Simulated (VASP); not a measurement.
Write the native input for VASP 6.6.1 that does the following.

```yaml
Task: single point
Functional: PBE
Potentials_or_basis: VASP PAW PBE potentials, release 64 (Zn, P, Si)
Cutoff: 500 eV
k_mesh: 6 × 6 × 6
Occupations: gaussian, width 0.01 eV
Spin: no spin polarisation
Dipole_correction: no
Further_INCAR_settings: ALGO = Normal; EDIFF = 1e-06; NBANDS = 36
```

The structure of ZnSiP2 lies in POSCAR:

```
ZnSiP2
1.0
   -2.7360761447      2.7360761447      5.3218690331
    2.7360761447     -2.7360761447      5.3218690331
    2.7360761447      2.7360761447     -5.3218690331
Zn P Si
2 4 2
Direct
    0.0000000000      0.0000000000      0.0000000000
    0.7500000000      0.2500000000      0.5000000000
    0.3750000000      0.3923061802      0.5173061802
    0.1423061802      0.6250000000      0.0173061802
    0.8750000000      0.8576938198      0.4826938198
    0.6076938198      0.1250000000     -0.0173061802
    0.5000000000      0.5000000000      0.0000000000
    0.2500000000      0.7500000000      0.5000000000
```

These files were run (other wordings do the same):

INCAR

```
SYSTEM = ZnSiP2
PREC = Accurate
ENCUT = 500
EDIFF = 1E-6
ISMEAR = 0
SIGMA = 0.01
LREAL = .FALSE.
LASPH = .TRUE.
NELM = 120
ALGO = Normal
ISIF = 2
LWAVE = .FALSE.
LCHARG = .TRUE.
GGA = PE
LELF = .TRUE.
LVHAR = .TRUE.
NBANDS = 36
GGA_COMPAT = .FALSE.
```

KPOINTS

```
Automatic mesh
0
G
  6 6 6
  0 0 0
```

Potentials or basis: VASP PAW PBE potentials, release 64 (Zn, P, Si).

Run with:

```bash
$ cat potpaw_PBE.64/Zn/POTCAR potpaw_PBE.64/P/POTCAR potpaw_PBE.64/Si/POTCAR > POTCAR
$ mpirun -np 1 vasp_std > vasp.out
```

It gave:

The pressure is -2.4 GPa, the largest force is 0.086 eV/Å and the band gap on the k mesh is 1.42 eV.

Run time: 2.7 min on 1 thread of Intel(R) Xeon(R) Platinum 8488C (Sapphire Rapids), on a shared host, peak memory 0.4 GiB.
